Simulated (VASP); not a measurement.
Lu, 2 atoms in the cell. It takes space group P6_3/mmc (No. 194, hexagonal). Conventional cell: a = 3.507 Å, b = 3.507 Å, c = 5.477 Å, α = 90.00°, β = 90.00°, γ = 120.00°. Lu (site symmetry -6m2) has 12 Lu at 3.41 to 3.51 Å within 4.5 Å. 

```yaml
Program: VASP 6.6.1
Task: single point
Functional: PBE
Potentials_or_basis: VASP PAW PBE potentials, release 64 (Lu)
Cutoff: 520 eV
k_mesh: 15 × 15 × 9
Occupations: fermi-dirac, width 0.1 eV
Spin: no spin polarisation
Dipole_correction: no
Further_INCAR_settings: ALGO = Normal; EDIFF = 1e-06; NBANDS = 32
```

Potentials or basis: VASP PAW PBE potentials, release 64 (Lu).

Run with:

```sh
$ cat potpaw_PBE.64/Lu/POTCAR > POTCAR
$ mpirun -np 1 vasp_std > vasp.out
```

Hardware: 1 thread of Intel(R) Xeon(R) 6975P-C (Granite Rapids), on a shared host.

Estimate the wall time of this run.

It took 4.1 min on 1 thread of Intel(R) Xeon(R) 6975P-C (Granite Rapids) (shared host), peak memory 0.33 GiB. Counts: scf iterations 11, k points 135.
